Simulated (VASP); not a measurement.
**GaN (rocksalt type): relaxation of cell and atoms with PBE**

Crystal: GaN (rocksalt type).

```
CELL_PARAMETERS angstrom
0.00000 2.02957 2.02957
2.02957 0.00000 2.02957
2.02957 2.02957 0.00000
ATOMIC_POSITIONS crystal
Ga 0.00000 0.00000 0.00000
N 0.50000 0.50000 0.50000
```

| Property | Result |
| --- | --- |
| Program | VASP 6.6.1 |
| Task | relaxation of cell and atoms |
| Functional | PBE |
| Potentials or basis | VASP PAW PBE potentials, release 64 (Ga_d, N) |
| Cutoff | 600 eV |
| k mesh | 16 × 16 × 16 |
| Occupations | fermi-dirac, width 0.08 eV |
| Spin | no spin polarisation |
| Target pressure | 45 GPa |
| Dipole correction | no |
| Further INCAR settings | ALGO = Normal; EDIFF = 1e-06; IBRION = 2; EDIFFG = -0.005; NSW = 60; ISIF = 3 |

```json
{"Relaxed volume": "8.37 Å³/atom", "Relaxed cell": "a = 2.872 Å, b = 2.872 Å, c = 2.872 Å, α = 60.00°, β = 60.00°, γ = 60.00°", "Space group after relaxing (to 0.1 Å)": "Fm-3m (No. 225)", "Energy change on relaxing (the run minimises the enthalpy)": "-3.3 meV/atom", "Ionic steps": "3", "Pressure after relaxing": "45.0 GPa", "Band gap on the k mesh": "1.39 eV (least direct gap 4.37 eV)"}
```

The path:
```
step  energy change (eV)  largest force (eV/Å)  pressure (GPa)  volume (Å³)
   1              0.0000                0.0000           45.44        16.72
   2             -0.0156                0.0000           44.17        16.78
   3             -0.0067                0.0000           45.00        16.74
```

Final structure:
```yaml
crystal:
  lattice:
    - [0.00000, 2.03053, 2.03053]
    - [2.03053, 0.00000, 2.03053]
    - [2.03053, 2.03053, 0.00000]
  atoms:
    - { symbol: Ga, position: [0.00000, 0.00000, 0.00000] }
    - { symbol: N, position: [0.50000, 0.50000, 0.50000] }
```

Levels at points of the mesh, in eV from the valence-band top:
```
           k point  band 6  band 7  band 8  band 9  band 10  band 11  band 12  band 13
(0.00, 0.00, 0.00)  -13.85   -0.67   -0.67   -0.67     3.70    15.44    15.44    15.44
(0.50, 0.00, 0.00)  -13.67   -8.88   -0.16   -0.16     5.21     9.80     9.80    11.07
(0.50, 0.50, 0.00)  -10.69   -8.11   -3.53   -3.53     1.39     7.96    13.16    16.12
```

Run time: 88 s on 1 thread of Intel(R) Xeon(R) Platinum 8259CL CPU @ 2.50GHz (Skylake/Cascade Lake) (shared host), peak memory 0.17 GiB.

Caveat: the cell is relaxed towards a set pressure, so the run minimises the enthalpy, not the energy. A k mesh can miss the band edges.
